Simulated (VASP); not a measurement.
The system is CsI.

```xyz
2
Lattice="4.5667 0.0000 0.0000 0.0000 4.5667 0.0000 0.0000 0.0000 4.5667" Properties=species:S:1:pos:R:3 pbc="T T T"
Cs    0.0000    0.0000    0.0000
I     2.2833    2.2833    2.2833
```

```yaml
Program: VASP 6.6.1
Task: relaxation of cell and atoms
Functional: RPBE
Potentials_or_basis: VASP PAW PBE potentials, release 64 (Cs_sv, I)
Cutoff: 500 eV
k_mesh: 6 × 6 × 6
Occupations: fermi-dirac, width 0.05 eV
Spin: no spin polarisation
```

At the start: pressure 2.1 GPa; volume 47.62 Å³/atom.

**Question.** Where does the relaxation end?

**Answer.** Over 4 steps the energy falls by 54.9 meV/atom and the volume is 57.61 Å³/atom (+21.0 %); space group Pm-3m (No. 221, to 0.1 Å) before and after.

Step by step:
```tsv
step	energy change (eV)	largest force (eV/Å)	pressure (GPa)	volume (Å³)
1	0.0000	0.0000	2.08	95.24
2	-0.0797	0.0000	0.92	104.01
3	-0.1082	0.0000	0.19	112.69
4	-0.1099	0.0000	0.03	115.22
```

Final structure:
```yaml
crystal:
  lattice:
    - [4.86607, 0.00000, 0.00000]
    - [0.00000, 4.86607, 0.00000]
    - [0.00000, 0.00000, 4.86607]
  atoms:
    - { symbol: Cs, position: [0.00000, 0.00000, 0.00000] }
    - { symbol: I, position: [0.50000, 0.50000, 0.50000] }
```

Caveat: the volume moved by over 15 % at a fixed basis, so the end points are rough; the PAW data sets were made with another functional, which shifts forces and pressure a little.
